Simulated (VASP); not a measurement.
Au:

```
Au
1.0
     2.90000    0.00000    0.00000
    -1.45000    2.51147    0.00000
     0.00000    0.00000    4.88000
Au
2
Direct
  0.66667 0.33333 0.25000
  0.33333 0.66667 0.75000
```

This isn't the form of Au at room conditions, which is fcc.

Base run:

```yaml
Program: VASP 6.6.1
Functional: PBEsol
Potentials_or_basis: VASP PAW PBE potentials, release 64 (Au)
Cutoff: 520 eV
k_mesh: 8 × 8 × 4
Occupations: fermi-dirac, width 0.05 eV
Spin: non-collinear spin, zero start, spin-orbit coupling
Starting_moments: "[[0.0, 0.0, 0.0], [0.0, 0.0, 0.0]] μB"
```

Its results: pressure -7.4 GPa.

Question: The run is repeated on the same cell with these changes: spin from non-collinear spin, zero start, spin-orbit coupling to no spin polarisation; further incar settings from ALGO = Normal; EDIFF = 1e-07; NBANDS = 34 to ALGO = Normal; EDIFF = 1e-06; NBANDS = 18. What comes out?

Answer: Pressure -6.1 GPa.

Caveats: the cell stands under tension; the PAW data sets were made with another functional, which shifts forces and pressure a little.
